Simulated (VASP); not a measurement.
Wanted: the native input for a VASP 6.6.1 run.

| Item | Value |
| --- | --- |
| Task | relaxation of shape and atoms at fixed volume |
| Functional | PBEsol |
| Potentials or basis | VASP PAW PBE potentials, release 64 (As, Se) |
| Cutoff | 600 eV |
| k mesh | 8 × 8 × 8 |
| Occupations | gaussian, width 0.1 eV |
| Spin | no spin polarisation |
| Dipole correction | no |
| Further INCAR settings | ALGO = Normal; EDIFF = 1e-06; IBRION = 2; EDIFFG = -0.01; NSW = 50; ISIF = 4 |

The structure of As2Se lies in POSCAR:

```
As2Se
1.0
   -3.5490697659      3.5490697659      2.6504008787
    3.5490697659     -3.5490697659      2.6504008787
    3.5490697659      3.5490697659     -2.6504008787
As Se
4 2
Direct
    0.8750000000      0.1250000000      0.7500000000
    0.3750000000      0.1250000000      0.2500000000
    0.8750000000      0.6250000000      0.7500000000
    0.8750000000      0.1250000000      0.2500000000
    0.5000000000      0.5000000000      0.0000000000
    0.2500000000      0.7500000000      0.5000000000
```

This cell differs from its parent crystal: volume scaled by 1.06.

These files were run (other wordings do the same):

INCAR

```
  ALGO = Normal
  EDIFF = 1E-6
  EDIFFG = -0.01
  ENCUT = 600
  GGA = PS
  IBRION = 2
  ISIF = 4
  ISMEAR = 0
  LASPH = T
  LCHARG = F
  LREAL = F
  LWAVE = F
  NELM = 80
  NSW = 50
  PREC = Accurate
  SIGMA = 0.1
```

KPOINTS

```
k-points
0
Gamma
  8 8 8
```

Potentials or basis: VASP PAW PBE potentials, release 64 (As, Se).

Run with:

```sh
$ cat potpaw_PBE.64/As/POTCAR potpaw_PBE.64/Se/POTCAR > POTCAR
$ mpirun -np 1 vasp_std > vasp.out
```

It gave:

```
Energy gained by relaxing : 0.2 meV/atom
Ionic steps               : 3
Pressure after relaxing   : -3.7 GPa
Band gap on the k mesh    : zero (band 16 reaches 4.81 eV, above the bottom of band 17 at 4.39 eV)
```

Caveat: the PAW data sets were made with another functional, which shifts forces and pressure a little.

It took 9.4 min on 1 thread of Oxide Virtual Turin-like Processor (shared host), peak memory 0.41 GiB.
